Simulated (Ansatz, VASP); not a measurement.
## Two plane-wave programs on Fe

```
Fe
1.0
    -1.44300    1.44300    1.44300
     1.44300   -1.44300    1.44300
     1.44300    1.44300   -1.44300
Fe
1
Direct
  0.00000 0.00000 0.00000
```

Alike in both runs: task relaxation of cell and atoms; functional PBE; k mesh 20 × 20 × 20; occupations gaussian, width 0.1 eV; collinear spin.

|  | VASP | Ansatz |
| --- | --- | --- |
| version | VASP 6.6.1 | Ansatz 0.2.0 |
| potentials or method | VASP PAW PBE potentials, release 64 (Fe), cutoff 600 eV | scalar-relativistic, plane waves, PAW |
| valence electrons in the cell | 8 | 16 |

```tsv
	VASP	Ansatz	Ansatz less VASP
gap on the k mesh at the Fermi level, each at its own relaxed structure (eV)	none	none	-
net moment per atom (μB)	2.19	2.17	-0.026
size of the moment on the site where the two differ most (μB)	2.19	2.22	+0.023
relaxed volume (Å³/atom)	11.35	11.35	+0.003
relaxed cell length with the largest relative difference (Å)	2.452	2.452	+0.0002
```

Site moments also hang on the region over which each program counts them. A gap of «none» marks a metal or a gap that the smearing closes. VASP's potentials hold 8 valence electrons a cell and Ansatz's 16, so a difference there can come from the potentials and not from the codes.
